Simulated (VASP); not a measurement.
## Si2Mo: single point with PBEsol

Si2Mo:

```
Si Mo
1.0
    -1.59504    1.59504    3.79337
     1.59504   -1.59504    3.79337
     1.59504    1.59504   -3.79337
Si Mo
2 1
Direct
  0.33506 0.33506 0.00000
  0.66494 0.66494 0.00000
  0.00000 0.00000 0.00000
```

This cell differs from its parent crystal: strain -0.0300 x Voigt [0, 0, 1, 0, 0, 0].

```yaml
Program: VASP 6.6.1
Task: single point
Functional: PBEsol
Potentials_or_basis: VASP PAW PBE potentials, release 64 (Si, Mo_sv)
Cutoff: 520 eV
k_mesh: 20 × 20 × 20
Occupations: gaussian, width 0.15 eV
Spin: no spin polarisation
```

| Property | Result |
| --- | --- |
| Pressure | 8.6 GPa |
| Largest force | 0.095 eV/Å |
| Band gap on the k mesh | zero (bands 11 and 12 overlap by 0.97 eV) |

Forces on the atoms (eV/Å):
```
Si   0.000  0.000 -0.095
Si   0.000  0.000  0.095
Mo   0.000  0.000  0.000
```

Stress tensor (GPa, compression positive):
```
 3.63  0.00  0.00
 0.00  3.63  0.00
 0.00  0.00 18.42
```

Levels at points of the mesh, in eV from the Fermi level:
| k point | band 7 | band 8 | band 9 | band 10 | band 11 | band 12 | band 13 | band 14 | band 15 | band 16 |
| --- | --- | --- | --- | --- | --- | --- | --- | --- | --- | --- |
| (0.00, 0.00, 0.00) | -3.16 | -2.85 | -2.78 | -2.78 | 0.32 | 3.09 | 3.37 | 3.50 | 3.50 | 4.47 |
| (0.50, 0.00, 0.00) | -4.97 | -4.46 | -2.77 | -2.57 | -0.56 | 2.35 | 3.10 | 4.65 | 4.69 | 5.46 |
| (0.50, 0.50, 0.00) | -5.77 | -5.07 | -4.54 | -2.95 | -1.17 | 2.39 | 3.00 | 3.73 | 3.88 | 4.94 |
| (0.50, 0.50, 0.50) | -3.72 | -2.26 | -0.57 | -0.57 | -0.50 | -0.50 | 0.49 | 5.54 | 5.85 | 6.26 |

Wall time 17 min on 1 thread of Intel Xeon 8259CL (shared host), peak memory 0.54 GiB.

Caveat: the cell differs from its parent crystal (strain -0.0300 x Voigt [0, 0, 1, 0, 0, 0]); the stress differs along the axes, from 4 to 18 GPa; the PAW data sets were made with another functional, which shifts forces and pressure a little.
